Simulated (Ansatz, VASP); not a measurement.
## One calculation of C, two programs

POSCAR

```
C
1.0
    2.4162726566      0.0000000000      0.0000000000
   -1.2081363283      2.0925535031      0.0000000000
    0.0000000000      0.0000000000      7.2828624512
C
4
Direct
    0.0000000000      0.0000000000      0.0025000000
    0.0000000000      0.0000000000      0.5025000000
    0.3333333333      0.6666666667      0.0025000000
    0.6666666667      0.3333333333      0.5025000000
```

File INCAR.step1:

```
PREC = Accurate
ENCUT = 520
ISMEAR = 0
SIGMA = 0.15
LREAL = False
LASPH = True
NELM = 100
NBANDS = 16
GGA = PE
ALGO = Normal
EDIFF = 1E-4
LWAVE = True
LCHARG = False
```

The input INCAR.step2:

```
PREC = Accurate
ENCUT = 520
EDIFF = 1E-6
ISMEAR = 0
SIGMA = 0.15
LREAL = False
LASPH = True
NELM = 100
ALGO = Normal
ISIF = 2
LWAVE = False
LCHARG = False
METAGGA = R2SCAN
LMIXTAU = True
NBANDS = 16
ISTART = 1
```

File KPOINTS:

```
regular mesh
0
Gamma
  24 24 8
```

Input for Ansatz:

```yaml
crystal:
  lattice:
    - [2.4162726566, 0.0, 0.0]
    - [-1.2081363283, 2.0925535031, 0.0]
    - [0.0, 0.0, 7.2828624512]
  atoms:
    - { symbol: C, position: [0.0, 0.0, 0.0025] }
    - { symbol: C, position: [0.0, 0.0, 0.5025] }
    - { symbol: C, position: [0.3333333333, 0.6666666667, 0.0025] }
    - { symbol: C, position: [0.6666666667, 0.3333333333, 0.5025] }
basis:
  ecutwfc: 500
kpoints:
  mp_grid: { grid: [24, 24, 8] }
hamiltonian:
  xc: r2scan
scf:
  occupations: { method: gaussian, width: 0.15 }
output:
  forces: true
  stress: true
  eigenvalues: true
```

Alike in both runs: task single point; functional r2SCAN; k mesh 24 × 24 × 8; occupations gaussian, width 0.15 eV; no spin polarisation.

|  | VASP | Ansatz |
| --- | --- | --- |
| version | VASP 6.6.1 | Ansatz 0.2.0 |
| potentials or method | VASP PAW PBE potentials, release 64 (C), cutoff 520 eV | scalar-relativistic, plane waves, PAW |
| valence electrons in the cell | 16 | 16 |

|  | VASP | Ansatz | Ansatz less VASP |
| --- | --- | --- | --- |
| gap on the k mesh at the Fermi level (eV) | none | none | - |
| pressure (GPa) | 14.3 | 13.6 | -0.64 |
| traceless stress, the component that is largest in VASP (GPa) | -15.00 | -14.23 | +0.768 |

VASP's potentials were made for PBE, not for r2SCAN. A gap of «none» marks a metal or a gap that the smearing closes.
